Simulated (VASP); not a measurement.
# Au in VASP: a series of runs, part 2 of 2

VASP 6.6.1. Earlier steps stand in the parts before.

## Step 3: Relaxation of shape and atoms at fixed volume, PBE (17.65 Å³/atom)

This run uses another cell than the first one, of 17.65 Å³/atom.

INCAR reads:

```
SYSTEM = Au
PREC = Accurate
ENCUT = 600
EDIFF = 1E-6
ISMEAR = -1
SIGMA = 0.15
LREAL = .False.
LASPH = .True.
NELM = 60
ALGO = Fast
ISIF = 4
LWAVE = .False.
LCHARG = .False.
GGA = PE
IBRION = 2
NSW = 80
EDIFFG = -0.001
```

KPOINTS reads:

```
Automatic mesh
0
Gamma
  16 16 10
  0 0 0
```

POSCAR reads:

```
Au
1.0
    1.4484409520     -2.5089606946      0.0000000000
    1.4484409520      2.5089606946      0.0000000000
    0.0000000000      0.0000000000      4.8565289425
Au
2
Direct
    0.6666363790      0.3333636210      0.2500000000
    0.3333636210      0.6666363790      0.7500000000
```

Potentials or basis: VASP PAW PBE potentials, release 64 (Au).

Command:

```bash
> cat potpaw_PBE.64/Au/POTCAR > POTCAR
> mpirun -np 1 vasp_std > vasp.out
```

OUTCAR:

```text
SYSTEM = Au
   PREC = Accurate
   ENCUT = 600
   EDIFF = 1E-6
   ISMEAR = -1
   LREAL = .False.
   LASPH = .True.
   NELM = 60
   ISIF = 4
   GGA = PE
   IBRION = 2
   NSW = 80
   EDIFFG = -0.001

 ion  position               nearest neighbor table
   1  0.667  0.333  0.250-   2 2.95   2 2.95   2 2.95   2 2.95   2 2.95   2 2.95
   2  0.333  0.667  0.750-   1 2.95   1 2.95   1 2.95   1 2.95   1 2.95   1 2.95

  LATTYP: Found a base centered orthorhombic cell.
 ALAT       =     2.8968819040
 B/A-ratio  =     1.7321801701
 C/A-ratio  =     1.6764676999

  Lattice vectors:

 A1 = (   1.4484409520,  -2.5089606946,   0.0000000000)
 A2 = (   1.4484409520,   2.5089606946,   0.0000000000)
 A3 = (   0.0000000000,   0.0000000000,   4.8565289425)

Analysis of symmetry for initial positions (statically):
=====================================================================
 Subroutine PRICEL returns:
 Original cell was already a primitive cell.

 Routine SETGRP: Setting up the symmetry group for a
 base centered orthorhombic supercell.

 Subroutine GETGRP returns: Found  8 space group operations
 (whereof  4 operations were pure point group operations)
 out of a pool of  8 trial point group operations.

The static configuration has the point symmetry C_2h.
 The point group associated with its full space group is D_2h.

Analysis of symmetry for dynamics (positions and initial velocities):
=====================================================================
 Subroutine PRICEL returns:
 Original cell was already a primitive cell.

 Routine SETGRP: Setting up the symmetry group for a
 base centered orthorhombic supercell.

 Subroutine GETGRP returns: Found  8 space group operations
 (whereof  4 operations were pure point group operations)
 out of a pool of  8 trial point group operations.

The dynamic configuration has the point symmetry C_2h.
 The point group associated with its full space group is D_2h.

 Subroutine INISYM returns: Found  8 space group operations
 (whereof  4 operations are pure point group operations),
 and found     1 'primitive' translations

----------------------------------------------------------------------------------------

                                     Primitive cell

  volume of cell :      35.2980

  direct lattice vectors                    reciprocal lattice vectors
     1.448440952 -2.508960695  0.000000000     0.345198746 -0.199285705  0.000000000
     1.448440952  2.508960695  0.000000000     0.345198746  0.199285705  0.000000000
     0.000000000  0.000000000  4.856528942     0.000000000  0.000000000  0.205908379

  length of vectors
     2.897044176  2.897044176  4.856528942     0.398593736  0.398593736  0.205908379

  position of ions in fractional coordinates (direct lattice)
     0.666636379  0.333363621  0.250000000
     0.333363621  0.666636379  0.750000000

  ion indices of the primitive-cell ions
   primitive index   ion index
                 1           1
                 2           2

----------------------------------------------------------------------------------------

 KPOINTS: Automatic mesh

Automatic generation of k-mesh.
 Grid dimensions read from file:
 generate k-points for:   16   16   10

 Generating k-lattice:
[... 55 lines left out ...]
   ICHARG =      2    charge: 1-file 2-atom 10-const
   ISPIN  =      1    spin polarized calculation?
   LNONCOLLINEAR =      F non collinear calculations
   LSORBIT =      F    spin-orbit coupling
   LASPH  =      T    aspherical Exc in radial PAW
   ENCUT  =  600.0 eV  44.10 Ry    6.64 a.u.   5.79  5.79  9.70*2*pi/ulx,y,z
   NELM   =     60;   NELMIN=  2; NELMDL= -5     # of ELM steps
   EDIFF  = 0.1E-05   stopping-criterion for ELM
   LREAL  =      F    real-space projection
   EDIFFG = -.1E-02   stopping-criterion for IOM
   NSW    =     80    number of steps for IOM
   IBRION =      2    ionic relax: 0-MD 1-quasi-New 2-CG
   NFREE  =      1    steps in history (QN), initial steepest desc. (CG)
   ISIF   =      4    stress and relaxation
   ISYM   =      2    0-nonsym 1-usesym 2-fastsym
   POTIM  = 0.5000    time-step for ionic-motion
   TEBEG  =    0.0;   TEEND  =   0.0 temperature during run
   PSTRESS=    0.0 pullay stress
   NELECT =      22.0000    total number of electrons
   NUPDOWN=      -1.0000    fix difference up-down
   EMIN   =  10.00;   EMAX   =-10.00  energy-range for DOS
   EFERMI =   0.00;   METHOD = LEGACY
   ISMEAR =    -1;   SIGMA  =   0.15  broadening in eV -4-tet -1-fermi 0-gaus
   EFERMI_NEDOS =   21; number of points for ismear=-14 and -15
   IALGO  =     68    algorithm
   IMIX   =      4    mixing-type and parameters
     AMIX     =   0.40;   BMIX     =  1.00
     AMIX_MAG =   1.60;   BMIX_MAG =  1.00
  volume/ion in A,a.u.               =      17.65       119.10
  Fermi-wavevector in a.u.,A,eV,Ry     =   1.398402  2.642597 26.606594  1.955529
  Thomas-Fermi vector in A             =   2.521564
   LORBIT       =      0    0 simple, 1 ext, 2 COOP (PROOUT), +10 PAW based schemes
   GGA     = PE    functional components
   LHFCALC =     F    Hartree Fock is set to
   AEXX    =    0.0000 exact exchange contribution
   IVDW    =     0    specifies the selected vdW correction
   LEPSILON=     F    determine dielectric tensor
   LRPA    =     F    only Hartree local field effects (RPA)
 conjugate gradient relaxation of ions
 non-spin polarized calculation
 RMM-DIIS sequential band-by-band and
  energy-cutoff  :      600.00
  volume of cell :       35.30
 maximum number of plane-waves:      1196
   NGX = 11   NGY = 11   NGZ = 19

--------------------------------------- Ionic step        1  -------------------------------------------

 number of electron      22.0000002 magnetization

 Free energy of the ion-electron system (eV)
  ---------------------------------------------------
  ext. energy  EPLUGINS =         0.00000000
  ---------------------------------------------------
  free energy    TOTEN  =        -6.44381838 eV

  energy without entropy =       -6.39614019  energy(sigma->0) =       -6.41997929

------------------------ aborting loop because EDIFF is reached ----------------------------------------

  FORCE on cell =-STRESS in cart. coord.  units (eV):
  Direction    XX          YY          ZZ          XY          YZ          ZX
  --------------------------------------------------------------------------------------
  -------------------------------------------------------------------------------------
  Total        0.6308853      0.6306677      0.5941575      0.0000000      0.0000000      0.0000000
  in kB       28.6358665     28.6259913     26.9687947      0.0000000      0.0000000      0.0000000
  external PRESSURE =      28.0768842 kB  Pullay stress =       0.0000000 kB
[... 203 lines left out ...]
--------------------------------------- Ionic step        7  -------------------------------------------

 number of electron      22.0000002 magnetization

 Free energy of the ion-electron system (eV)
  ---------------------------------------------------
  ext. energy  EPLUGINS =         0.00000000
  ---------------------------------------------------
  free energy    TOTEN  =        -6.44384294 eV

  energy without entropy =       -6.39616879  energy(sigma->0) =       -6.42000587

 E-fermi :   8.8817     XC(G=0): -12.5076

 val. band max:        8.8764385959   @ k =   0.4375   0.0625   0.2000
 cond. band min:       8.9200314855   @ k =   0.5000   0.3750   0.3000
 fundamental gap:      0.0435928897
 Fermi energy:         8.8816580226

 k-point     1 :       0.0000    0.0000    0.0000
  band No.  band energies     occupation
      1      -0.5911      2.00000
      2       1.8249      2.00000
      3       4.2433      2.00000
      4       4.4892      2.00000
      5       4.4902      2.00000
      6       4.7865      2.00000
      7       4.7870      2.00000
      8       5.4209      2.00000
      9       5.4219      2.00000
     10       6.7262      2.00000
     11       6.7269      2.00000
     12       7.9439      1.99615
     13      11.4532      0.00000
     14      23.4786      0.00000
[... 401 lines left out ...]
      2       1.9235      2.00000
      3       4.1952      2.00000
      4       4.5291      2.00000
      5       4.5687      2.00000
      6       4.7451      2.00000
      7       4.8602      2.00000
      8       5.3374      2.00000
      9       5.3741      2.00000
     10       6.2586      2.00000
     11       6.7465      2.00000
     12       8.5566      1.79455
     13      11.4537      0.00000
     14      23.5270      0.00000
     15      24.8107      0.00000

 [... further k-points ...]

------------------------ aborting loop because EDIFF is reached ----------------------------------------

  FORCE on cell =-STRESS in cart. coord.  units (eV):
  Direction    XX          YY          ZZ          XY          YZ          ZX
  --------------------------------------------------------------------------------------
  -------------------------------------------------------------------------------------
  Total        0.6101861      0.6100553      0.6110803      0.0000000      0.0000000      0.0000000
  in kB       27.6963341     27.6903945     27.7369213      0.0000000      0.0000000      0.0000000
  external PRESSURE =      27.7078833 kB  Pullay stress =       0.0000000 kB
[... 17 lines left out ...]
  FREE ENERGIE OF THE ION-ELECTRON SYSTEM (eV)
  ---------------------------------------------------
  free  energy   TOTEN  =        -6.4438429426 eV

  energy  without entropy=       -6.3961687895  energy(sigma->0) =       -6.42000587

 reached required accuracy - stopping structural energy minimisation
```

CONTCAR:

```text
Au
   1.00000000000000
     1.4494761664933018   -2.5107222157148352    0.0000000000000000
     1.4494761664933018    2.5107222157148352    0.0000000000000000
     0.0000000000000000    0.0000000000000000    4.8496555100592103
  Au
     2
Direct
     0.6666389443249100    0.3333610556750901    0.2500000000000000
     0.3333610556750901    0.6666389443249100    0.7500000000000000

  0.00000000E+00  0.00000000E+00  0.00000000E+00
  0.00000000E+00  0.00000000E+00  0.00000000E+00
```

It took 3.5 min on 1 thread of Intel Xeon 6975P-C (Granite Rapids), shared host; peak memory 0.36 GiB.

Results:

- Free energy: -6.4438 eV
- Energy gained by relaxing: 0.0 meV/atom
- Ionic steps: 7
- Pressure after relaxing: 2.8 GPa
- Band gap on the k mesh: zero (bands 11 and 12 overlap by 6.23 eV)

Final structure:
```yaml
crystal:
  lattice:
    - [1.44948, -2.51072, 0.00000]
    - [1.44948, 2.51072, 0.00000]
    - [0.00000, 0.00000, 4.84966]
  atoms:
    - { symbol: Au, position: [0.66664, 0.33336, 0.25000] }
    - { symbol: Au, position: [0.33336, 0.66664, 0.75000] }
```

Caveat: spin-orbit coupling is left out, which moves the levels of the heavy elements.

The gap in the log of VASP goes by the Fermi energy; the results here count the filled bands.